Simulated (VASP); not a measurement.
# ZrPdSe3 (Pm-3m) in VASP: a series of runs, part 3 of 3

VASP 6.6.1. The steps go on from the part before.

## Step 5: Single point, PBE, collinear spin, ferromagnetic start

This run uses another cell than the first one, of 27.94 Å³/atom, 1.264 times its volume.

INCAR reads:

```
PREC = Accurate ; ENCUT = 520
EDIFF = 1E-6 ; ISMEAR = 0
SIGMA = 0.1 ; LREAL = False
LASPH = True ; NELM = 150
ALGO = Normal ; ISIF = 2
LWAVE = False ; LCHARG = False
ISPIN = 2 ; MAGMOM = 0 1 0 0 0
LORBIT = 11 ; LMAXMIX = 4
GGA = PE ; NBANDS = 32
```

KPOINTS reads:

```
Automatic mesh
0
Gamma
  4 4 4
```

POSCAR reads:

```
ZrPdSe3
1.0
    5.1886778351      0.0000000000      0.0000000000
    0.0000000000      5.1886778351      0.0000000000
    0.0000000000      0.0000000000      5.1886778351
Zr Pd Se
1 1 3
Direct
    0.0000000000      0.0000000000      0.0000000000
    0.5000000000      0.5000000000      0.5000000000
    0.5000000000      0.0000000000      0.0000000000
    0.0000000000      0.5000000000      0.0000000000
    0.0000000000      0.0000000000      0.5000000000
```

Potentials or basis: VASP PAW PBE potentials, release 64 (Zr_sv, Pd, Se).

Run with:

```
cat potpaw_PBE.64/Zr_sv/POTCAR potpaw_PBE.64/Pd/POTCAR potpaw_PBE.64/Se/POTCAR > POTCAR
mpirun -np 1 vasp_std > vasp.out
```

OUTCAR:

```text
PREC = Accurate
   ENCUT = 520
   EDIFF = 1E-6
   ISMEAR = 0
   LREAL = False
   LASPH = True
   NELM = 150
   ISIF = 2
   ISPIN = 2
   LORBIT = 11
   GGA = PE

 ion  position               nearest neighbor table
   1  0.000  0.000  0.000-   3 2.59   4 2.59   5 2.59   5 2.59   4 2.59   3 2.59
   2  0.500  0.500  0.500-
   3  0.500  0.000  0.000-   1 2.59   1 2.59
   4  0.000  0.500  0.000-   1 2.59   1 2.59
   5  0.000  0.000  0.500-   1 2.59   1 2.59

  LATTYP: Found a simple cubic cell.
 ALAT       =     5.1886778351

  Lattice vectors:

 A1 = (   5.1886778351,   0.0000000000,   0.0000000000)
 A2 = (   0.0000000000,   5.1886778351,   0.0000000000)
 A3 = (   0.0000000000,   0.0000000000,   5.1886778351)

Analysis of symmetry for initial positions (statically):
=====================================================================
 Subroutine PRICEL returns:
 Original cell was already a primitive cell.

 Routine SETGRP: Setting up the symmetry group for a
 simple cubic supercell.

 Subroutine GETGRP returns: Found 48 space group operations
 (whereof 48 operations were pure point group operations)
 out of a pool of 48 trial point group operations.

The static configuration has the point symmetry O_h .

Analysis of symmetry for dynamics (positions and initial velocities):
=====================================================================
 Subroutine PRICEL returns:
 Original cell was already a primitive cell.

 Routine SETGRP: Setting up the symmetry group for a
 simple cubic supercell.

 Subroutine GETGRP returns: Found 48 space group operations
 (whereof 48 operations were pure point group operations)
 out of a pool of 48 trial point group operations.

The dynamic configuration has the point symmetry O_h .

Analysis of structural, dynamic, and magnetic symmetry:
=====================================================================
[... 151 lines left out ...]

 val. band max:        2.8802737496   @ k =   0.2500   0.2500   0.2500
 cond. band min:       2.9474557010   @ k =   0.2500   0.0000   0.0000
 fundamental gap:      0.0671819514
 Fermi energy:         2.9341833500

 spin component 1

 k-point     1 :       0.0000    0.0000    0.0000
  band No.  band energies     occupation
      1     -46.2026      1.00000
      2     -24.2805      1.00000
      3     -24.2805      1.00000
      4     -24.2805      1.00000
      5     -10.1151      1.00000
      6      -9.1815      1.00000
[... 339 lines left out ...]
     31      11.0019      0.00000
     32      11.1041      0.00000
 Fermi energy:         2.9341833500

 spin component 2

 k-point     1 :       0.0000    0.0000    0.0000
  band No.  band energies     occupation
      1     -46.2340      1.00000
      2     -24.3182      1.00000
      3     -24.3182      1.00000
      4     -24.3182      1.00000
      5      -9.8507      1.00000
      6      -8.8994      1.00000
[... 339 lines left out ...]
     31      11.1300      0.00000
     32      11.1716      0.00000

------------------------ aborting loop because EDIFF is reached ----------------------------------------

  FORCE on cell =-STRESS in cart. coord.  units (eV):
  Direction    XX          YY          ZZ          XY          YZ          ZX
  --------------------------------------------------------------------------------------
  -------------------------------------------------------------------------------------
  Total        0.0152586      0.0152586      0.0152586     -0.0000000     -0.0000000      0.0000000
  in kB        0.1750070      0.1750070      0.1750070     -0.0000000     -0.0000000      0.0000000
  external PRESSURE =       0.1750070 kB  Pullay stress =       0.0000000 kB

 VOLUME and BASIS-vectors are now :
 -----------------------------------------------------------------------------
  energy-cutoff  :      520.00
  volume of cell :      139.69
      direct lattice vectors                 reciprocal lattice vectors
     5.188677835  0.000000000  0.000000000     0.192727325  0.000000000  0.000000000
     0.000000000  5.188677835  0.000000000     0.000000000  0.192727325  0.000000000
     0.000000000  0.000000000  5.188677835     0.000000000  0.000000000  0.192727325

 POSITION                                       TOTAL-FORCE (eV/Angst)
 -----------------------------------------------------------------------------------
      0.00000      0.00000      0.00000         0.000000      0.000000      0.000000
      2.59434      2.59434      2.59434         0.000000      0.000000      0.000000
      2.59434      0.00000      0.00000         0.000000      0.000000      0.000000
      0.00000      2.59434      0.00000         0.000000      0.000000      0.000000
      0.00000      0.00000      2.59434         0.000000      0.000000      0.000000
 -----------------------------------------------------------------------------------
    total drift:                               -0.000000      0.000000     -0.000000

  FREE ENERGIE OF THE ION-ELECTRON SYSTEM (eV)
  ---------------------------------------------------
  free  energy   TOTEN  =       -24.5772109119 eV

  energy  without entropy=      -24.5517531342  energy(sigma->0) =      -24.56448202

 total charge

# of ion       s       p       d       tot
------------------------------------------
    1        2.176   6.017   1.545   9.738
    2        0.097   0.049   8.704   8.849
    3        1.470   2.337   0.019   3.826
    4        1.470   2.337   0.019   3.826
    5        1.470   2.337   0.019   3.826
--------------------------------------------------
tot          6.684  13.078  10.305  30.067

 magnetization (x)

# of ion       s       p       d       tot
------------------------------------------
    1       -0.002  -0.000  -0.049  -0.052
    2       -0.004  -0.000   0.552   0.548
    3        0.007   0.228  -0.000   0.235
    4        0.007   0.228  -0.000   0.235
    5        0.007   0.228  -0.000   0.235
--------------------------------------------------
tot          0.015   0.685   0.502   1.201
```

OSZICAR:

```text
N       E                     dE             d eps       ncg     rms          rms(c)
DAV:   1     0.261469650798E+03    0.26147E+03   -0.17582E+04  1280   0.109E+03
DAV:   2    -0.823256725759E+01   -0.26970E+03   -0.25720E+03  1568   0.249E+02
DAV:   3    -0.255207755116E+02   -0.17288E+02   -0.16895E+02  1904   0.578E+01
DAV:   4    -0.260259150760E+02   -0.50514E+00   -0.50365E+00  1784   0.821E+00
DAV:   5    -0.260323211276E+02   -0.64061E-02   -0.64055E-02  1688   0.847E-01    0.163E+01
DAV:   6    -0.257119692588E+02    0.32035E+00   -0.47280E+00  1368   0.148E+01    0.117E+01
DAV:   7    -0.245695083322E+02    0.11425E+01   -0.34125E+00  1336   0.124E+01    0.528E+00
DAV:   8    -0.245911465593E+02   -0.21638E-01   -0.35859E-01  1480   0.255E+00    0.266E+00
DAV:   9    -0.245906817095E+02    0.46485E-03   -0.97262E-02  1544   0.198E+00    0.153E+00
DAV:  10    -0.245754449030E+02    0.15237E-01   -0.27875E-02  1424   0.106E+00    0.373E-01
DAV:  11    -0.245769542046E+02   -0.15093E-02   -0.25326E-03  1592   0.256E-01    0.162E-01
DAV:  12    -0.245771853163E+02   -0.23111E-03   -0.64293E-04  1528   0.139E-01    0.557E-02
DAV:  13    -0.245772057194E+02   -0.20403E-04   -0.59473E-05  1632   0.375E-02    0.272E-02
DAV:  14    -0.245772096541E+02   -0.39347E-05   -0.10703E-05  1488   0.203E-02    0.911E-03
DAV:  15    -0.245772108803E+02   -0.12261E-05   -0.14677E-06  1208   0.643E-03    0.516E-03
DAV:  16    -0.245772109119E+02   -0.31664E-07   -0.72691E-07  1040   0.458E-03
   1 F= -.24577211E+02 E0= -.24564482E+02  d E =-.254578E-01  mag=     1.5411
```

stdout:

```text
POSCAR found type information on POSCAR ZrPdSe
 POSCAR found :  3 types and       5 ions
 scaLAPACK will be used
 LDA part: xc-table for (Slater+PW92), standard interpolation
 POSCAR, INCAR and KPOINTS ok, starting setup
 FFT: planning ... GRIDC
 FFT: planning ... GRID_SOFT
 FFT: planning ... GRID
 WAVECAR not read
 entering main loop
```

Wall time 44 s (1 thread of Intel Xeon 6975P-C (Granite Rapids), shared host); peak memory 0.32 GiB.

Results:

* Free energy: -24.5772 eV
* Pressure: 0.0 GPa
* Net moment: 1.54 μB per cell
* Site moments: Zr -0.05; Pd +0.55; Se +0.23 μB
* Valence electrons inside the program's atomic spheres: Zr 9.74; Pd 8.85; Se 3.83

## Step 6: Single point, PBE, collinear spin, ferromagnetic start

This run uses another cell than the first one, of 27.78 Å³/atom, 1.257 times its volume.

INCAR reads:

```
SYSTEM = ZrPdSe3
  PREC = Accurate
  ENCUT = 520
  EDIFF = 1E-6
  ISMEAR = 0
  SIGMA = 0.1
  LREAL = .FALSE.
  LASPH = .TRUE.
  NELM = 150
  ALGO = Normal
  ISIF = 2
  LWAVE = .FALSE.
  LCHARG = .FALSE.
  ISPIN = 2
  MAGMOM = 0 0.6 0.26 0.26 0.26
  LORBIT = 11
  LMAXMIX = 4
  GGA = PE
  NBANDS = 32
```

KPOINTS reads:

```
Automatic mesh
0
G
  8 8 8
  0 0 0
```

POSCAR: that of step 5 with these lines changed.

```diff
@@ -2,5 +2,5 @@
 1.0
-    5.1886778351      0.0000000000      0.0000000000
-    0.0000000000      5.1886778351      0.0000000000
-    0.0000000000      0.0000000000      5.1886778351
+    5.1790599674      0.0000000000      0.0000000000
+    0.0000000000      5.1790599674      0.0000000000
+    0.0000000000      0.0000000000      5.1790599674
 Zr Pd Se
```

Potentials or basis: VASP PAW PBE potentials, release 64 (Zr_sv, Pd, Se).

Run with:

```
cat potpaw_PBE.64/Zr_sv/POTCAR potpaw_PBE.64/Pd/POTCAR potpaw_PBE.64/Se/POTCAR > POTCAR
mpirun -np 1 vasp_std > vasp.out
```

OUTCAR:

```text
SYSTEM = ZrPdSe3
   PREC = Accurate
   ENCUT = 520
   EDIFF = 1E-6
   ISMEAR = 0
   LREAL = .FALSE.
   LASPH = .TRUE.
   NELM = 150
   ISIF = 2
   ISPIN = 2
   LORBIT = 11
   GGA = PE

 ion  position               nearest neighbor table
   1  0.000  0.000  0.000-   3 2.59   4 2.59   5 2.59   5 2.59   4 2.59   3 2.59
   2  0.500  0.500  0.500-
   3  0.500  0.000  0.000-   1 2.59   1 2.59
   4  0.000  0.500  0.000-   1 2.59   1 2.59
   5  0.000  0.000  0.500-   1 2.59   1 2.59

  LATTYP: Found a simple cubic cell.
 ALAT       =     5.1790599674

  Lattice vectors:

 A1 = (   5.1790599674,   0.0000000000,   0.0000000000)
 A2 = (   0.0000000000,   5.1790599674,   0.0000000000)
[... 1910 lines left out ...]

 POSITION                                       TOTAL-FORCE (eV/Angst)
 -----------------------------------------------------------------------------------
      0.00000      0.00000      0.00000         0.000000      0.000000      0.000000
      2.58953      2.58953      2.58953         0.000000      0.000000      0.000000
      2.58953      0.00000      0.00000         0.000000      0.000000      0.000000
      0.00000      2.58953      0.00000         0.000000      0.000000      0.000000
      0.00000      0.00000      2.58953         0.000000      0.000000      0.000000
 -----------------------------------------------------------------------------------
    total drift:                               -0.000000      0.000000     -0.000000

  FREE ENERGIE OF THE ION-ELECTRON SYSTEM (eV)
  ---------------------------------------------------
  free  energy   TOTEN  =       -24.6416143368 eV

  energy  without entropy=      -24.6061026801  energy(sigma->0) =      -24.62385851

 total charge

# of ion       s       p       d       tot
------------------------------------------
    1        2.177   6.017   1.562   9.756
    2        0.097   0.049   8.710   8.857
    3        1.472   2.333   0.019   3.824
    4        1.472   2.333   0.019   3.824
    5        1.472   2.333   0.019   3.824
--------------------------------------------------
tot          6.690  13.064  10.330  30.084

 magnetization (x)

# of ion       s       p       d       tot
------------------------------------------
    1       -0.001  -0.000  -0.023  -0.024
    2       -0.001  -0.000   0.387   0.386
    3        0.003   0.103  -0.000   0.106
    4        0.003   0.103  -0.000   0.106
    5        0.003   0.103  -0.000   0.106
--------------------------------------------------
tot          0.007   0.309   0.364   0.680
```

OSZICAR:

```text
N       E                     dE             d eps       ncg     rms          rms(c)
DAV:   1     0.261801993608E+03    0.26180E+03   -0.17695E+04  4480   0.110E+03
DAV:   2    -0.817805717212E+01   -0.26998E+03   -0.25827E+03  5408   0.250E+02
DAV:   3    -0.254574504990E+02   -0.17279E+02   -0.16961E+02  6560   0.579E+01
DAV:   4    -0.259670157821E+02   -0.50957E+00   -0.50785E+00  6216   0.825E+00
DAV:   5    -0.259746096586E+02   -0.75939E-02   -0.75929E-02  6056   0.951E-01    0.163E+01
DAV:   6    -0.253391992411E+02    0.63541E+00   -0.39211E+00  5032   0.124E+01    0.101E+01
DAV:   7    -0.247561731441E+02    0.58303E+00   -0.35931E+00  4928   0.115E+01    0.616E+00
DAV:   8    -0.246781186848E+02    0.78054E-01   -0.51856E-01  5136   0.380E+00    0.281E+00
DAV:   9    -0.246614541534E+02    0.16665E-01   -0.20201E-01  5400   0.276E+00    0.155E+00
DAV:  10    -0.246427283735E+02    0.18726E-01   -0.66144E-02  5376   0.138E+00    0.437E-01
DAV:  11    -0.246418757192E+02    0.85265E-03   -0.21630E-03  5472   0.220E-01    0.243E-01
DAV:  12    -0.246414625248E+02    0.41319E-03   -0.73218E-04  5848   0.155E-01    0.606E-02
DAV:  13    -0.246415694438E+02   -0.10692E-03   -0.17590E-04  5368   0.635E-02    0.447E-02
DAV:  14    -0.246415918935E+02   -0.22450E-04   -0.41899E-05  5544   0.332E-02    0.209E-02
DAV:  15    -0.246416098581E+02   -0.17965E-04   -0.27133E-05  5448   0.224E-02    0.139E-02
DAV:  16    -0.246416109419E+02   -0.10838E-05   -0.38208E-06  5008   0.975E-03    0.796E-03
DAV:  17    -0.246416138940E+02   -0.29521E-05   -0.54062E-06  5264   0.958E-03    0.362E-03
DAV:  18    -0.246416143368E+02   -0.44273E-06   -0.10402E-06  3096   0.428E-03
   1 F= -.24641614E+02 E0= -.24623859E+02  d E =-.355117E-01  mag=     0.8298
```

stdout:

```text
POSCAR found type information on POSCAR ZrPdSe
 POSCAR found :  3 types and       5 ions
 scaLAPACK will be used
 LDA part: xc-table for (Slater+PW92), standard interpolation
 POSCAR, INCAR and KPOINTS ok, starting setup
 FFT: planning ... GRIDC
 FFT: planning ... GRID_SOFT
 FFT: planning ... GRID
 WAVECAR not read
 entering main loop
```

Wall time 2.4 min (1 thread of Intel Xeon 6975P-C (Granite Rapids), shared host); peak memory 0.45 GiB.

What came out:

```yaml
Free_energy: -24.6416 eV
Pressure: 0.0 GPa
Net_moment: 0.83 μB per cell
Site_moments: Zr -0.02; Pd +0.39; Se +0.11 μB
Valence_electrons_inside_the_program's_atomic_spheres: Zr 9.76; Pd 8.86; Se 3.82
```

## Step 7: The runs side by side

| task | spin | cell | k mesh | cutoff (eV) | gap on the mesh (eV) | pressure (GPa) | moment (μB) |
| --- | --- | --- | --- | --- | --- | --- | --- |
| single point | off | a = 4.798 Å, 5 atoms | 4 × 4 × 4 | 520 | none | 21.7 | - |
| single point | off | a = 5.189 Å, 5 atoms | 4 × 4 × 4 | 520 | none | -0.1 | - |
| relaxation of cell and atoms | off | relaxed from a = 4.798 Å, 5 atoms | 4 × 4 × 4 | 600 | none | -0.1 | - |
| single point | collinear, ferromagnetic start | a = 5.189 Å, 5 atoms | 4 × 4 × 4 | 520 | none | 0.0 | 1.54 |
| single point | collinear, ferromagnetic start | a = 5.179 Å, 5 atoms | 8 × 8 × 8 | 520 | none | 0.0 | 0.83 |

Alike in all rows: level PBE; potentials or basis VASP PAW PBE potentials, release 64 (Zr_sv, Pd, Se); smearing gaussian 0.1 eV.

Caveats: the volume moved by over 15 % at a fixed basis, so the end points are rough (some runs).

Absolute energies hang on the potentials; compare differences alone.
